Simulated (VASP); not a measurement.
Wanted: the native input for a VASP 6.6.1 run.

| Item | Value |
| --- | --- |
| Task | single point |
| Functional | PBE |
| Potentials or basis | VASP PAW PBE potentials, release 64 (Cs_sv, Mg) |
| Cutoff | 520 eV |
| k mesh | 6 × 6 × 10 |
| Occupations | gaussian, width 0.1 eV |
| Spin | no spin polarisation |
| Dipole correction | no |
| Further INCAR settings | ALGO = Fast; EDIFF = 1e-06; NBANDS = 17 |

The structure of Cs2Mg lies in POSCAR:

```
Cs2Mg
1.0
    7.1908995801      0.0000000000      0.0000000000
   -3.5954497900      6.2275017124      0.0000000000
    0.0000000000      0.0000000000      4.4946985412
Cs Mg
2 1
Direct
    0.3333333333      0.6666666667      0.5000000000
    0.6666666667      0.3333333333      0.5000000000
    0.0000000000      0.0000000000      0.0000000000
```

These files were run (other wordings do the same):

INCAR

```
  PREC = Accurate
  ENCUT = 520
  EDIFF = 1E-6
  ISMEAR = 0
  SIGMA = 0.1
  LREAL = False
  LASPH = True
  NELM = 80
  ALGO = Fast
  ISIF = 2
  LWAVE = False
  LCHARG = True
  GGA = PE
  LELF = True
  LVHAR = True
  NBANDS = 17
```

KPOINTS

```
regular mesh
0
Gamma
  6 6 10
```

Potentials or basis: VASP PAW PBE potentials, release 64 (Cs_sv, Mg).

Command:

```bash
$ cat potpaw_PBE.64/Cs_sv/POTCAR potpaw_PBE.64/Mg/POTCAR > POTCAR
$ mpirun -np 1 vasp_std > vasp.out
```

Results of the run:

```json
{"Pressure": "0.0 GPa", "Band gap on the k mesh": "zero (band 10 reaches 1.74 eV, above the bottom of band 11 at 0.54 eV)"}
```

Caveat: spin-orbit coupling is left out, which moves the levels of the heavy elements.

Run time: 2.4 min on 1 thread of Intel Xeon 6975P-C, with other jobs on the host, peak memory 0.39 GiB.
